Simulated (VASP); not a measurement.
# Ga2I (Fd-3m) in VASP: further runs

Runs on Ga2I. Level: PBE. Tasks: single point, relaxation of cell and atoms.

All numbers are computed with VASP 6.6.1; they aren't measurements. Logs are shortened: lines on timing, memory, paths and dates and some standing lists are left out, and cuts for length are marked.

### 1 The cell of the first run

It takes space group Fd-3m (No. 227, cubic). Conventional cell: a = 8.557 Å, b = 8.557 Å, c = 8.557 Å, α = 90.00°, β = 90.00°, γ = 90.00°. Within 4.0 Å of Ga (site symmetry -3m) lie 6 Ga at 3.03 Å and 6 I at 3.55 Å. Within 4.7 Å of I (site symmetry -43m) lie 12 Ga at 3.55 Å and 4 I at 3.71 Å.

### 2 Single point, PBE

INCAR reads:

```
SYSTEM = Ga2I
PREC = Accurate
ENCUT = 520
EDIFF = 1E-6
ISMEAR = 0
SIGMA = 0.1
LREAL = .False.
LASPH = .True.
NELM = 60
ALGO = Normal
ISIF = 2
LWAVE = .False.
LCHARG = .False.
GGA = PE
NBANDS = 42
```

KPOINTS reads:

```
regular mesh
0
Gamma
  4 4 4
  0 0 0
```

POSCAR reads:

```
Ga2I
1.0
    0.0000000000      4.2786332939      4.2786332939
    4.2786332939      0.0000000000      4.2786332939
    4.2786332939      4.2786332939      0.0000000000
Ga I
4 2
Direct
    0.6250000000      0.6250000000      0.6250000000
    0.1250000000      0.6250000000      0.6250000000
    0.6250000000      0.6250000000      0.1250000000
    0.6250000000      0.1250000000      0.6250000000
    0.0000000000      0.0000000000      0.0000000000
    0.2500000000      0.2500000000      0.2500000000
```

Potentials or basis: VASP PAW PBE potentials, release 64 (Ga_d, I).

Command:

```
$ cat potpaw_PBE.64/Ga_d/POTCAR potpaw_PBE.64/I/POTCAR > POTCAR
$ mpirun -np 1 vasp_std > vasp.out
```

OUTCAR:

```text
SYSTEM = Ga2I
   PREC = Accurate
   ENCUT = 520
   EDIFF = 1E-6
   ISMEAR = 0
   LREAL = .False.
   LASPH = .True.
   NELM = 60
   ISIF = 2
   GGA = PE

 ion  position               nearest neighbor table
   1  0.625  0.625  0.625-
   2  0.125  0.625  0.625-
   3  0.625  0.625  0.125-
   4  0.625  0.125  0.625-
   5  0.000  0.000  0.000-
   6  0.250  0.250  0.250-

  LATTYP: Found a face centered cubic cell.
 ALAT       =     8.5572665878

  Lattice vectors:

 A1 = (   0.0000000000,   4.2786332939,   4.2786332939)
 A2 = (   4.2786332939,   0.0000000000,   4.2786332939)
 A3 = (   4.2786332939,   4.2786332939,   0.0000000000)

Analysis of symmetry for initial positions (statically):
=====================================================================
 Subroutine PRICEL returns:
 Original cell was already a primitive cell.

 Routine SETGRP: Setting up the symmetry group for a
 face centered cubic supercell.

 Subroutine GETGRP returns: Found 48 space group operations
 (whereof 24 operations were pure point group operations)
 out of a pool of 48 trial point group operations.

The static configuration has the point symmetry T_d .
 The point group associated with its full space group is O_h .

Analysis of symmetry for dynamics (positions and initial velocities):
=====================================================================
 Subroutine PRICEL returns:
 Original cell was already a primitive cell.

 Routine SETGRP: Setting up the symmetry group for a
 face centered cubic supercell.

 Subroutine GETGRP returns: Found 48 space group operations
 (whereof 24 operations were pure point group operations)
 out of a pool of 48 trial point group operations.

The dynamic configuration has the point symmetry T_d .
 The point group associated with its full space group is O_h .

 Subroutine INISYM returns: Found 48 space group operations
 (whereof 24 operations are pure point group operations),
 and found     1 'primitive' translations

----------------------------------------------------------------------------------------

                                     Primitive cell

  volume of cell :     156.6553

  direct lattice vectors                    reciprocal lattice vectors
     0.000000000  4.278633294  4.278633294    -0.116859746  0.116859746  0.116859746
     4.278633294  0.000000000  4.278633294     0.116859746 -0.116859746  0.116859746
     4.278633294  4.278633294  0.000000000     0.116859746  0.116859746 -0.116859746

  length of vectors
     6.050901233  6.050901233  6.050901233     0.202407017  0.202407017  0.202407017

  position of ions in fractional coordinates (direct lattice)
     0.625000000  0.625000000  0.625000000
     0.125000000  0.625000000  0.625000000
     0.625000000  0.625000000  0.125000000
     0.625000000  0.125000000  0.625000000
     0.000000000  0.000000000  0.000000000
     0.250000000  0.250000000  0.250000000

  ion indices of the primitive-cell ions
   primitive index   ion index
                 1           1
                 2           2
                 3           3
                 4           4
                 5           5
                 6           6

----------------------------------------------------------------------------------------

 KPOINTS: regular mesh

Automatic generation of k-mesh.
 Grid dimensions read from file:
 generate k-points for:    4    4    4

 Generating k-lattice:

  Cartesian coordinates                     Fractional coordinates (reciprocal lattice)
    -0.029214937  0.029214937  0.029214937     0.250000000  0.000000000  0.000000000
     0.029214937 -0.029214937  0.029214937     0.000000000  0.250000000  0.000000000
     0.029214937  0.029214937 -0.029214937     0.000000000  0.000000000  0.250000000

  Length of vectors
     0.050601754  0.050601754  0.050601754

  Shift w.r.t. Gamma in fractional coordinates (k-lattice)
     0.000000000  0.000000000  0.000000000

 Subroutine IBZKPT returns following result:
 ===========================================

 Found      8 irreducible k-points:

 Following reciprocal coordinates:
            Coordinates               Weight
  0.000000  0.000000  0.000000      1.000000
  0.250000  0.000000  0.000000      8.000000
  0.500000  0.000000  0.000000      4.000000
  0.250000  0.250000  0.000000      6.000000
  0.500000  0.250000  0.000000     24.000000
 -0.250000  0.250000  0.000000     12.000000
  0.500000  0.500000  0.000000      3.000000
 -0.250000  0.500000  0.250000      6.000000
   k-points           NKPTS =      8   k-points in BZ     NKDIM =      8   number of bands    NBANDS=     42
   number of dos      NEDOS =    301   number of ions     NIONS =      6
   total plane-waves  NPLWV = 110592
   dimension x,y,z NGX =    48 NGY =   48 NGZ =   48
   dimension x,y,z NGXF=    96 NGYF=   96 NGZF=   96
   ions per type =               4   2
   NGX,Y,Z   is equivalent  to a cutoff of  13.19, 13.19, 13.19 a.u.
   NGXF,Y,Z  is equivalent  to a cutoff of  26.38, 26.38, 26.38 a.u.
 SYSTEM =  Ga2I
   PREC   = accura    normal or accurate (medium, high low for compatibility)
   ISTART =      0    job   : 0-new  1-cont  2-samecut
   ICHARG =      2    charge: 1-file 2-atom 10-const
   ISPIN  =      1    spin polarized calculation?
   LNONCOLLINEAR =      F non collinear calculations
   LSORBIT =      F    spin-orbit coupling
   LASPH  =      T    aspherical Exc in radial PAW
   ENCUT  =  520.0 eV  38.22 Ry    6.18 a.u.  11.25 11.25 11.25*2*pi/ulx,y,z
   NELM   =     60;   NELMIN=  2; NELMDL= -5     # of ELM steps
   EDIFF  = 0.1E-05   stopping-criterion for ELM
   LREAL  =      F    real-space projection
   EDIFFG = 0.1E-04   stopping-criterion for IOM
   NSW    =      0    number of steps for IOM
   IBRION =     -1    ionic relax: 0-MD 1-quasi-New 2-CG
   NFREE  =      0    steps in history (QN), initial steepest desc. (CG)
   ISIF   =      2    stress and relaxation
   ISYM   =      2    0-nonsym 1-usesym 2-fastsym
   POTIM  = 0.5000    time-step for ionic-motion
   TEBEG  =    0.0;   TEEND  =   0.0 temperature during run
   PSTRESS=    0.0 pullay stress
   NELECT =      66.0000    total number of electrons
   NUPDOWN=      -1.0000    fix difference up-down
   EMIN   =  10.00;   EMAX   =-10.00  energy-range for DOS
   EFERMI =   0.00;   METHOD = LEGACY
   ISMEAR =     0;   SIGMA  =   0.10  broadening in eV -4-tet -1-fermi 0-gaus
   EFERMI_NEDOS =   21; number of points for ismear=-14 and -15
   IALGO  =     38    algorithm
   IMIX   =      4    mixing-type and parameters
     AMIX     =   0.40;   BMIX     =  1.00
     AMIX_MAG =   1.60;   BMIX_MAG =  1.00
  volume/ion in A,a.u.               =      26.11       176.19
  Fermi-wavevector in a.u.,A,eV,Ry     =   1.227273  2.319209 20.493072  1.506198
  Thomas-Fermi vector in A             =   2.362242
   LORBIT       =      0    0 simple, 1 ext, 2 COOP (PROOUT), +10 PAW based schemes
   GGA     = PE    functional components
   LHFCALC =     F    Hartree Fock is set to
   AEXX    =    0.0000 exact exchange contribution
   IVDW    =     0    specifies the selected vdW correction
   LEPSILON=     F    determine dielectric tensor
   LRPA    =     F    only Hartree local field effects (RPA)
 non-spin polarized calculation
 Gauss-broadening in eV      SIGMA  =   0.10
  energy-cutoff  :      520.00
  volume of cell :      156.66
 maximum number of plane-waves:      4279
 NGX is ok and might be reduce to    48
   NGX = 23   NGY = 23   NGZ = 23

 number of electron      66.0000018 magnetization

 Free energy of the ion-electron system (eV)
  ---------------------------------------------------
  ext. energy  EPLUGINS =         0.00000000
  ---------------------------------------------------
  free energy    TOTEN  =       -14.58682315 eV

  energy without entropy =      -14.57539702  energy(sigma->0) =      -14.58111008

 E-fermi :   5.1474     XC(G=0):  -9.7823

 val. band max:        5.1312473540   @ k =   0.2500   0.2500   0.0000
 cond. band min:       5.4879424784   @ k =   0.2500   0.2500   0.0000
 fundamental gap:      0.3566951244
 Fermi energy:         5.1474282862

 k-point     1 :       0.0000    0.0000    0.0000
  band No.  band energies     occupation
      1     -10.0397      2.00000
      2     -10.0042      2.00000
      3     -10.0042      2.00000
      4      -9.9881      2.00000
      5      -9.9881      2.00000
      6      -9.9881      2.00000
[... 34 lines left out ...]
     41      11.8471      0.00000
     42      11.8471      0.00000

 k-point     2 :       0.2500    0.0000    0.0000
  band No.  band energies     occupation
      1     -10.0170      2.00000
      2      -9.9967      2.00000
      3      -9.9967      2.00000
      4      -9.9813      2.00000
      5      -9.9648      2.00000
      6      -9.9648      2.00000
[... 34 lines left out ...]
     41      11.5791      0.00000
     42      12.0098      0.00000

 k-point     3 :       0.5000    0.0000    0.0000
  band No.  band energies     occupation
      1     -10.0041      2.00000
      2      -9.9929      2.00000
      3      -9.9929      2.00000
      4      -9.9712      2.00000
      5      -9.9409      2.00000
      6      -9.9380      2.00000
[... 34 lines left out ...]
     41       8.5689      0.00000
     42      10.6596      0.00000

 k-point     4 :       0.2500    0.2500    0.0000
  band No.  band energies     occupation
      1     -10.0085      2.00000
      2      -9.9929      2.00000
      3      -9.9827      2.00000
      4      -9.9752      2.00000
      5      -9.9654      2.00000
      6      -9.9654      2.00000
[... 34 lines left out ...]
     41      10.4949      0.00000
     42      11.1759      0.00000

 k-point     5 :       0.5000    0.2500    0.0000
  band No.  band energies     occupation
      1      -9.9930      2.00000
      2      -9.9786      2.00000
      3      -9.9704      2.00000
      4      -9.9664      2.00000
      5      -9.9541      2.00000
      6      -9.9432      2.00000
[... 34 lines left out ...]
     41       9.9604      0.00000
     42      10.0815      0.00000

 k-point     6 :      -0.2500    0.2500    0.0000
  band No.  band energies     occupation
      1      -9.9946      2.00000
      2      -9.9801      2.00000
      3      -9.9786      2.00000
      4      -9.9755      2.00000
      5      -9.9661      2.00000
      6      -9.9498      2.00000
[... 34 lines left out ...]
     41      10.1986      0.00000
     42      10.5559      0.00000

 k-point     7 :       0.5000    0.5000    0.0000
  band No.  band energies     occupation
      1      -9.9901      2.00000
      2      -9.9901      2.00000
      3      -9.9466      2.00000
      4      -9.9466      2.00000
      5      -9.9389      2.00000
      6      -9.9389      2.00000
[... 34 lines left out ...]
     41       8.5650      0.00000
     42       8.5650      0.00000

 k-point     8 :      -0.2500    0.5000    0.2500
  band No.  band energies     occupation
      1      -9.9779      2.00000
      2      -9.9779      2.00000
      3      -9.9519      2.00000
      4      -9.9519      2.00000
      5      -9.9488      2.00000
      6      -9.9488      2.00000
[... 34 lines left out ...]
     41      10.0824      0.00000
     42      10.0836      0.00000

------------------------ aborting loop because EDIFF is reached ----------------------------------------

  FORCE on cell =-STRESS in cart. coord.  units (eV):
  Direction    XX          YY          ZZ          XY          YZ          ZX
  --------------------------------------------------------------------------------------
  -------------------------------------------------------------------------------------
  Total        1.3693536      1.3693536      1.3693536      0.0000000      0.0000000     -0.0000000
  in kB       14.0049317     14.0049317     14.0049317      0.0000000      0.0000000     -0.0000000
  external PRESSURE =      14.0049317 kB  Pullay stress =       0.0000000 kB

 VOLUME and BASIS-vectors are now :
 -----------------------------------------------------------------------------
  energy-cutoff  :      520.00
  volume of cell :      156.66
      direct lattice vectors                 reciprocal lattice vectors
     0.000000000  4.278633294  4.278633294    -0.116859746  0.116859746  0.116859746
     4.278633294  0.000000000  4.278633294     0.116859746 -0.116859746  0.116859746
     4.278633294  4.278633294  0.000000000     0.116859746  0.116859746 -0.116859746

 POSITION                                       TOTAL-FORCE (eV/Angst)
 -----------------------------------------------------------------------------------
      5.34829      5.34829      5.34829         0.000000      0.000000      0.000000
      5.34829      3.20897      3.20897         0.000000      0.000000      0.000000
      3.20897      3.20897      5.34829         0.000000      0.000000     -0.000000
      3.20897      5.34829      3.20897         0.000000      0.000000     -0.000000
      0.00000      0.00000      0.00000         0.000000      0.000000      0.000000
      2.13932      2.13932      2.13932        -0.000000     -0.000000     -0.000000
 -----------------------------------------------------------------------------------
    total drift:                                0.000000      0.000000      0.000000

  FREE ENERGIE OF THE ION-ELECTRON SYSTEM (eV)
  ---------------------------------------------------
  free  energy   TOTEN  =       -14.5868231505 eV

  energy  without entropy=      -14.5753970192  energy(sigma->0) =      -14.58111008
```

Wall time 88 s (1 thread of Oxide Virtual Turin-like, shared host); peak memory 0.29 GiB.

What came out:

- Free energy: -14.5868 eV
- Pressure: 1.4 GPa
- Band gap on the k mesh: zero (bands 33 and 34 overlap by 0.89 eV)

Caveat: spin-orbit coupling is left out, which moves the levels of the heavy elements.

### 3 Single point, PBE

This run uses another cell than the first one, of 27.43 Å³/atom.

INCAR reads:

```
SYSTEM = Ga2I
PREC = Accurate ; ENCUT = 520
EDIFF = 1E-6 ; ISMEAR = 0
SIGMA = 0.1 ; LREAL = .FALSE.
LASPH = .TRUE. ; NELM = 60
ALGO = Fast ; ISIF = 2
LWAVE = .FALSE. ; LCHARG = .FALSE.
GGA = PE ; NBANDS = 42
```

KPOINTS reads:

```
regular mesh
0
G
  8 8 8
  0 0 0
```

Changes to POSCAR since step 2:

```diff
@@ -2,5 +2,5 @@
 1.0
-    0.0000000000      4.2786332939      4.2786332939
-    4.2786332939      0.0000000000      4.2786332939
-    4.2786332939      4.2786332939      0.0000000000
+    0.0000000000      4.3495263724      4.3495263724
+    4.3495263724      0.0000000000      4.3495263724
+    4.3495263724      4.3495263724      0.0000000000
 Ga I
```

Potentials or basis: VASP PAW PBE potentials, release 64 (Ga_d, I).

Command:

```
$ cat potpaw_PBE.64/Ga_d/POTCAR potpaw_PBE.64/I/POTCAR > POTCAR
$ mpirun -np 1 vasp_std > vasp.out
```

Wall time 6.6 min (1 thread of Oxide Virtual Turin-like, shared host); peak memory 0.37 GiB.

The run converged. Its results:

* Free energy: -14.6166 eV
* Pressure: 0.0 GPa
* Band gap on the k mesh: zero (bands 33 and 34 overlap by 1.05 eV)

Levels at points of the mesh, in eV from the Fermi level:
```tsv
k point	band 31	band 32	band 33	band 34	band 35	band 36
(0.00, 0.00, 0.00)	-3.20	-3.20	-3.08	-0.16	-0.16	1.40
(0.50, 0.00, 0.00)	-2.01	-2.01	-0.49	0.62	0.62	2.77
(0.50, 0.50, 0.00)	-1.81	-1.81	-0.13	-0.13	1.84	1.84
```

Caveat: spin-orbit coupling is left out, which moves the levels of the heavy elements.

### 4 Relaxation of cell and atoms, PBE

INCAR reads:

```
PREC = Accurate
ENCUT = 600
EDIFF = 1E-6
ISMEAR = 0
SIGMA = 0.1
LREAL = F
LASPH = T
NELM = 100
ALGO = Fast
ISIF = 3
LWAVE = F
LCHARG = F
GGA = PE
IBRION = 2
NSW = 100
EDIFFG = -0.01
```

KPOINTS reads:

```
Automatic mesh
0
Gamma
  8 8 8
```

Changes to POSCAR since step 3:

```diff
@@ -2,5 +2,5 @@
 1.0
-    0.0000000000      4.3495263724      4.3495263724
-    4.3495263724      0.0000000000      4.3495263724
-    4.3495263724      4.3495263724      0.0000000000
+    0.0000000000      4.2786332939      4.2786332939
+    4.2786332939      0.0000000000      4.2786332939
+    4.2786332939      4.2786332939      0.0000000000
 Ga I
```

Command:

```
$ cat potpaw_PBE.64/Ga_d/POTCAR potpaw_PBE.64/I/POTCAR > POTCAR
$ mpirun -np 1 vasp_std > vasp.out
```

Wall time 26 min (1 thread of Oxide Virtual Turin-like, shared host); peak memory 0.41 GiB.

Results (log left out):

```
Free energy                           : -14.6148 eV
Relaxed volume                        : 27.45 Å³/atom
Relaxed cell                          : a = 6.153 Å, b = 6.153 Å, c = 6.153 Å, α = 60.00°, β = 60.00°, γ = 60.00°
Space group after relaxing (to 0.1 Å) : Fd-3m (No. 227)
Energy gained by relaxing             : 5.6 meV/atom
Ionic steps                           : 5
Pressure after relaxing               : 0.0 GPa
Band gap on the k mesh                : zero (bands 33 and 34 overlap by 1.05 eV)
```

The path:
```csv
step,energy change (eV),largest force (eV/Å),pressure (GPa),volume (Å³)
1,0.0000,0.0000,1.43,156.66
2,-0.0301,0.0000,0.34,162.01
3,-0.0331,0.0000,0.20,163.53
4,-0.0324,0.0000,-0.32,166.60
5,-0.0339,0.0000,-0.02,164.69
```

Final structure:
```cif
data_structure
_symmetry_space_group_name_H-M 'P 1'
_symmetry_Int_Tables_number 1
_cell_length_a 6.1526
_cell_length_b 6.1526
_cell_length_c 6.1526
_cell_angle_alpha 60.000
_cell_angle_beta 60.000
_cell_angle_gamma 60.000
_cell_volume 164.69
loop_
_atom_site_label
_atom_site_type_symbol
_atom_site_fract_x
_atom_site_fract_y
_atom_site_fract_z
_atom_site_occupancy
Ga1 Ga 0.62500 0.62500 0.62500 1
Ga2 Ga 0.12500 0.62500 0.62500 1
Ga3 Ga 0.62500 0.62500 0.12500 1
Ga4 Ga 0.62500 0.12500 0.62500 1
I1 I 0.00000 0.00000 0.00000 1
I2 I 0.25000 0.25000 0.25000 1
```

Levels at points of the mesh, in eV from the Fermi level:
```csv
k point,band 29,band 30,band 31,band 32,band 33,band 34,band 35,band 36,band 37,band 38
"(0.00, 0.00, 0.00)",-3.60,-3.20,-3.20,-3.20,-3.08,-0.16,-0.16,1.40,1.40,1.40
"(0.50, 0.00, 0.00)",-2.85,-2.61,-2.01,-2.01,-0.49,0.62,0.62,2.77,2.77,2.87
"(0.50, 0.50, 0.00)",-2.21,-2.21,-1.81,-1.81,-0.13,-0.13,1.84,1.84,2.16,2.16
```

Caveat: spin-orbit coupling is left out, which moves the levels of the heavy elements.

### 5 Summary

```csv
task,cell,k mesh,cutoff (eV),gap on the mesh (eV),pressure (GPa)
single point,"a = 6.051 Å, angles 60.0°, 6 atoms",4 × 4 × 4,520,none,1.4
single point,"a = 6.151 Å, angles 60.0°, 6 atoms",8 × 8 × 8,520,none,0.0
relaxation of cell and atoms,"relaxed from a = 6.051 Å, angles 60.0°, 6 atoms",8 × 8 × 8,600,none,0.0
```

Alike in all rows: level PBE; potentials or basis VASP PAW PBE potentials, release 64 (Ga_d, I); no spin polarisation; smearing gaussian 0.1 eV.

Caveats: spin-orbit coupling is left out, which moves the levels of the heavy elements.

Absolute energies hang on the potentials; compare differences alone.

The gap in the log of VASP goes by the Fermi energy; the results here count the filled bands.